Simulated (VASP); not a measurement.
The system is BP.

```
P B
1.0
     0.00000    2.29886    2.29886
     2.29886    0.00000    2.29886
     2.29886    2.29886    0.00000
P B
1 1
Cartesian
  3.4483 3.4483 3.4483
  0.0000 0.0000 0.0000
```

Base run:

| Property | Result |
| --- | --- |
| Program | VASP 6.6.1 |
| Functional | r2SCAN |
| Dispersion | rVV10 |
| Potentials or basis | VASP PAW PBE potentials, release 64 (P, B) |
| Cutoff | 520 eV |
| k mesh | 10 × 10 × 10 |
| Occupations | fermi-dirac, width 0.05 eV |
| Spin | no spin polarisation |

Its results: band gap on the k mesh 1.47 eV, indirect (least direct gap 3.58 eV); pressure -7.4 GPa.

Problem. After a change of settings the same cell gave: band gap on the k mesh 1.50 eV, indirect (least direct gap 3.58 eV); pressure -8.4 GPa. Which change was it?
A. dispersion from rVV10 to none; further incar settings from ALGO = Normal; EDIFF = 1e-06; NBANDS = 11 to ALGO = Normal; EDIFF = 1e-07; NBANDS = 11
B. dispersion from rVV10 to D4
C. functional from r2SCAN to BLYP; dispersion from rVV10 to none
D. functional from r2SCAN to RPBE; dispersion from rVV10 to none

Solution. B.

Caveats: the PAW data sets were made with another functional, which shifts forces and pressure a little.
